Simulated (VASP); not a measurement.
# AlIn (P6/mmm) in VASP: a series of runs

The runs below take AlIn through single point, with PBE.

Program: VASP 6.6.1. These are calculated values, not measurements. Logs are shortened: lines on timing, memory, paths and dates and some standing lists are left out, and cuts for length are marked.

### Step 1. The cell of the first run

The structure is hexagonal, space group P6/mmm (No. 191). Conventional cell: a = 3.054 Å, b = 3.054 Å, c = 5.828 Å, α = 90.00°, β = 90.00°, γ = 120.00°. Within 3.8 Å of Al (site symmetry 6/mmm) lie 2 In at 2.91 Å and 6 Al at 3.05 Å. Within 3.8 Å of In (site symmetry 6/mmm) lie 2 Al at 2.91 Å and 6 In at 3.05 Å.

### Step 2. Single point, PBE

File INCAR:

```
SYSTEM = AlIn
PREC = Accurate
ENCUT = 520
EDIFF = 1E-6
ISMEAR = -1
SIGMA = 0.05
LREAL = .False.
LASPH = .True.
NELM = 100
ALGO = Normal
ISIF = 2
LWAVE = .False.
LCHARG = .True.
GGA = PE
LELF = .True.
LVHAR = .True.
NBANDS = 15
```

File KPOINTS:

```
Automatic mesh
0
Gamma
  8 8 4
  0 0 0
```

File POSCAR:

```
AlIn
1.0
    3.0541300000      0.0000000000      0.0000000000
   -1.5270700000      2.6449600000      0.0000000000
    0.0000000000      0.0000000000      5.8280200000
Al In
1 1
Direct
    0.0000000000      0.0000000000      0.0000000000
    0.0000000000      0.0000000000      0.5000000000
```

Potentials or basis: VASP PAW PBE potentials, release 64 (Al, In_d).

Command:

```sh
$ cat potpaw_PBE.64/Al/POTCAR potpaw_PBE.64/In_d/POTCAR > POTCAR
$ mpirun -np 1 vasp_std > vasp.out
```

OUTCAR:

```text
SYSTEM = AlIn
   PREC = Accurate
   ENCUT = 520
   EDIFF = 1E-6
   ISMEAR = -1
   LREAL = .False.
   LASPH = .True.
   NELM = 100
   ISIF = 2
   GGA = PE

 ion  position               nearest neighbor table
   1  0.000  0.000  0.000-   2 2.91   2 2.91
   2  0.000  0.000  0.500-   1 2.91   1 2.91

  LATTYP: Found a hexagonal cell.
 ALAT       =     3.0541300000
 C/A-ratio  =     1.9082422818

  Lattice vectors:

 A1 = (   3.0541300000,   0.0000000000,   0.0000000000)
 A2 = (  -1.5270700000,   2.6449600000,   0.0000000000)
 A3 = (   0.0000000000,   0.0000000000,   5.8280200000)

Analysis of symmetry for initial positions (statically):
=====================================================================
 Subroutine PRICEL returns:
 Original cell was already a primitive cell.

 Routine SETGRP: Setting up the symmetry group for a
 hexagonal supercell.

 Subroutine GETGRP returns: Found 24 space group operations
 (whereof 24 operations were pure point group operations)
 out of a pool of 24 trial point group operations.

The static configuration has the point symmetry D_6h.

Analysis of symmetry for dynamics (positions and initial velocities):
=====================================================================
 Subroutine PRICEL returns:
 Original cell was already a primitive cell.

 Routine SETGRP: Setting up the symmetry group for a
 hexagonal supercell.

 Subroutine GETGRP returns: Found 24 space group operations
 (whereof 24 operations were pure point group operations)
 out of a pool of 24 trial point group operations.

The dynamic configuration has the point symmetry D_6h.

 Subroutine INISYM returns: Found 24 space group operations
 (whereof 24 operations are pure point group operations),
 and found     1 'primitive' translations

----------------------------------------------------------------------------------------

                                     Primitive cell

  volume of cell :      47.0790

  direct lattice vectors                    reciprocal lattice vectors
     3.054130000  0.000000000  0.000000000     0.327425486  0.189039395  0.000000000
    -1.527070000  2.644960000  0.000000000     0.000000000  0.378077551  0.000000000
     0.000000000  0.000000000  5.828020000     0.000000000  0.000000000  0.171584861

  length of vectors
     3.054130000  3.054137552  5.828020000     0.378078486  0.378077551  0.171584861

  position of ions in fractional coordinates (direct lattice)
     0.000000000  0.000000000  0.000000000
     0.000000000  0.000000000  0.500000000

  ion indices of the primitive-cell ions
   primitive index   ion index
                 1           1
                 2           2

----------------------------------------------------------------------------------------

 KPOINTS: Automatic mesh

Automatic generation of k-mesh.
 Grid dimensions read from file:
 generate k-points for:    8    8    4

 Generating k-lattice:

  Cartesian coordinates                     Fractional coordinates (reciprocal lattice)
     0.040928186  0.023629924  0.000000000     0.125000000  0.000000000  0.000000000
     0.000000000  0.047259694  0.000000000     0.000000000  0.125000000  0.000000000
     0.000000000  0.000000000  0.042896215     0.000000000  0.000000000  0.250000000

  Length of vectors
     0.047259811  0.047259694  0.042896215

  Shift w.r.t. Gamma in fractional coordinates (k-lattice)
     0.000000000  0.000000000  0.000000000

 Subroutine IBZKPT returns following result:
 ===========================================

 Found     30 irreducible k-points:

 Following reciprocal coordinates:
            Coordinates               Weight
  0.000000  0.000000  0.000000      1.000000
  0.125000  0.000000  0.000000      6.000000
  0.250000  0.000000  0.000000      6.000000
  0.375000  0.000000  0.000000      6.000000
  0.500000  0.000000  0.000000      3.000000
  0.125000  0.125000  0.000000      6.000000
[... 16 lines left out ...]
  0.250000  0.000000  0.500000      6.000000
  0.375000  0.000000  0.500000      6.000000
 [... further k-points ...]
   k-points           NKPTS =     30   k-points in BZ     NKDIM =     30   number of bands    NBANDS=     15
   number of dos      NEDOS =    301   number of ions     NIONS =      2
   total plane-waves  NPLWV =  27648
   dimension x,y,z NGX =    24 NGY =   24 NGZ =   48
   dimension x,y,z NGXF=    48 NGYF=   48 NGZF=   96
   ions per type =               1   1
   NGX,Y,Z   is equivalent  to a cutoff of  13.06, 13.06, 13.69 a.u.
   NGXF,Y,Z  is equivalent  to a cutoff of  26.13, 26.13, 27.38 a.u.
 SYSTEM =  AlIn
   PREC   = accura    normal or accurate (medium, high low for compatibility)
   ISTART =      0    job   : 0-new  1-cont  2-samecut
   ICHARG =      2    charge: 1-file 2-atom 10-const
   ISPIN  =      1    spin polarized calculation?
   LNONCOLLINEAR =      F non collinear calculations
   LSORBIT =      F    spin-orbit coupling
   LASPH  =      T    aspherical Exc in radial PAW
   ENCUT  =  520.0 eV  38.22 Ry    6.18 a.u.   5.68  5.68 10.84*2*pi/ulx,y,z
   NELM   =    100;   NELMIN=  2; NELMDL= -5     # of ELM steps
   EDIFF  = 0.1E-05   stopping-criterion for ELM
   LREAL  =      F    real-space projection
[... 7 lines left out ...]
   TEBEG  =    0.0;   TEEND  =   0.0 temperature during run
   PSTRESS=    0.0 pullay stress
   NELECT =      16.0000    total number of electrons
   NUPDOWN=      -1.0000    fix difference up-down
   EMIN   =  10.00;   EMAX   =-10.00  energy-range for DOS
   EFERMI =   0.00;   METHOD = LEGACY
   ISMEAR =    -1;   SIGMA  =   0.05  broadening in eV -4-tet -1-fermi 0-gaus
   EFERMI_NEDOS =   21; number of points for ismear=-14 and -15
   IALGO  =     38    algorithm
   IMIX   =      4    mixing-type and parameters
     AMIX     =   0.40;   BMIX     =  1.00
     AMIX_MAG =   1.60;   BMIX_MAG =  1.00
  volume/ion in A,a.u.               =      23.54       158.85
  Fermi-wavevector in a.u.,A,eV,Ry     =   1.142455  2.158926 17.758357  1.305202
  Thomas-Fermi vector in A             =   2.279152
   LORBIT       =      0    0 simple, 1 ext, 2 COOP (PROOUT), +10 PAW based schemes
   GGA     = PE    functional components
   LHFCALC =     F    Hartree Fock is set to
   AEXX    =    0.0000 exact exchange contribution
   IVDW    =     0    specifies the selected vdW correction
   LEPSILON=     F    determine dielectric tensor
   LRPA    =     F    only Hartree local field effects (RPA)
 non-spin polarized calculation
  energy-cutoff  :      520.00
  volume of cell :       47.08
 maximum number of plane-waves:      1281
 NGX is ok and might be reduce to    24
   NGX = 11   NGY = 11   NGZ = 21

 number of electron      15.9999997 magnetization

 Free energy of the ion-electron system (eV)
  ---------------------------------------------------
  ext. energy  EPLUGINS =         0.00000000
  ---------------------------------------------------
  free energy    TOTEN  =        -5.77375382 eV

  energy without entropy =       -5.75362112  energy(sigma->0) =       -5.76368747

 E-fermi :   6.6379     XC(G=0):  -9.8267

 val. band max:        6.6302218911   @ k =   0.3750   0.1250   0.2500
 cond. band min:       6.6888915274   @ k =   0.2500   0.2500   0.2500
 fundamental gap:      0.0586696363
 Fermi energy:         6.6379098667

 k-point     1 :       0.0000    0.0000    0.0000
  band No.  band energies     occupation
      1      -8.3086      2.00000
      2      -8.1506      2.00000
      3      -8.1506      2.00000
      4      -7.7681      2.00000
      5      -7.7680      2.00000
      6      -3.0054      2.00000
      7       1.0259      2.00000
      8       2.6636      2.00000
      9      14.0883      0.00000
     10      15.8227      0.00000
     11      16.6858      0.00000
     12      16.6859      0.00000
     13      18.4485      0.00000
     14      18.4486      0.00000
     15      19.5052      0.00000

 k-point     2 :       0.1250    0.0000    0.0000
  band No.  band energies     occupation
      1      -8.2642      2.00000
      2      -8.1592      2.00000
      3      -8.0723      2.00000
      4      -7.8240      2.00000
      5      -7.7793      2.00000
      6      -2.6584      2.00000
      7       1.3439      2.00000
      8       3.0206      2.00000
      9      13.4234      0.00000
     10      14.4533      0.00000
     11      15.2973      0.00000
     12      16.1047      0.00000
     13      17.4969      0.00000
     14      17.8575      0.00000
     15      18.7882      0.00000

 k-point     3 :       0.2500    0.0000    0.0000
  band No.  band energies     occupation
      1      -8.3148      2.00000
      2      -8.0316      2.00000
      3      -7.9536      2.00000
      4      -7.8782      2.00000
      5      -7.8064      2.00000
      6      -1.5970      2.00000
      7       2.3143      2.00000
      8       4.0459      2.00000
      9       9.4978      0.00000
     10      13.2257      0.00000
     11      13.7867      0.00000
     12      15.0140      0.00000
     13      15.4296      0.00000
     14      15.5140      0.00000
     15      17.2763      0.00000
[... 343 lines left out ...]
 k-point    23 :       0.2500    0.0000    0.5000
  band No.  band energies     occupation
      1      -8.3138      2.00000
      2      -8.0254      2.00000
      3      -7.9555      2.00000
      4      -7.8782      2.00000
      5      -7.8064      2.00000
      6      -0.8325      2.00000
      7       0.0103      2.00000
      8       8.4887      0.00000
      9       8.8863      0.00000
     10      10.6908      0.00000
     11      11.2224      0.00000
     12      14.4489      0.00000
     13      15.5360      0.00000
     14      15.9876      0.00000
     15      17.7794      0.00000

 k-point    24 :       0.3750    0.0000    0.5000
  band No.  band energies     occupation
      1      -8.4060      2.00000
      2      -8.0782      2.00000
      3      -7.8693      2.00000
      4      -7.8334      2.00000
      5      -7.6763      2.00000
      6       1.0158      2.00000
      7       1.6423      2.00000
      8       6.7095      0.38545
      9       6.9832      0.00200
     10      10.6040      0.00000
     11      10.7262      0.00000
     12      13.6114      0.00000
     13      14.2276      0.00000
     14      15.1106      0.00000
     15      15.3256      0.00000

 [... further k-points ...]

------------------------ aborting loop because EDIFF is reached ----------------------------------------

  FORCE on cell =-STRESS in cart. coord.  units (eV):
  Direction    XX          YY          ZZ          XY          YZ          ZX
  --------------------------------------------------------------------------------------
  -------------------------------------------------------------------------------------
  Total        0.0699957      0.0699960     -0.1137096     -0.0000001     -0.0000000     -0.0000000
  in kB        2.3820688      2.3820793     -3.8697248     -0.0000045     -0.0000000     -0.0000000
  external PRESSURE =       0.2981411 kB  Pullay stress =       0.0000000 kB

 VOLUME and BASIS-vectors are now :
 -----------------------------------------------------------------------------
  energy-cutoff  :      520.00
  volume of cell :       47.08
      direct lattice vectors                 reciprocal lattice vectors
     3.054130000  0.000000000  0.000000000     0.327425486  0.189039395  0.000000000
    -1.527070000  2.644960000  0.000000000     0.000000000  0.378077551  0.000000000
     0.000000000  0.000000000  5.828020000     0.000000000  0.000000000  0.171584861

 POSITION                                       TOTAL-FORCE (eV/Angst)
 -----------------------------------------------------------------------------------
      0.00000      0.00000      0.00000         0.000000      0.000000      0.000000
      0.00000      0.00000      2.91401        -0.000000      0.000000      0.000000
 -----------------------------------------------------------------------------------
    total drift:                                0.000000     -0.000000      0.000000

  FREE ENERGIE OF THE ION-ELECTRON SYSTEM (eV)
  ---------------------------------------------------
  free  energy   TOTEN  =        -5.7737538174 eV

  energy  without entropy=       -5.7536211168  energy(sigma->0) =       -5.76368747
```

Wall time 7 s (1 thread of Intel Xeon 6975P-C (Granite Rapids), shared host); peak memory 0.17 GiB.

Results:

```yaml
Free_energy: -5.7738 eV
Pressure: 0.0 GPa
Band_gap_on_the_k_mesh: zero (band 8 reaches 8.49 eV, above the bottom of band 9 at 4.35 eV)
```

Stress tensor (GPa, compression positive):
```
 0.24  0.00  0.00
 0.00  0.24  0.00
 0.00  0.00 -0.39
```

Caveat: spin-orbit coupling is left out, which moves the levels of the heavy elements.

(Continued in part 2 of 2.)
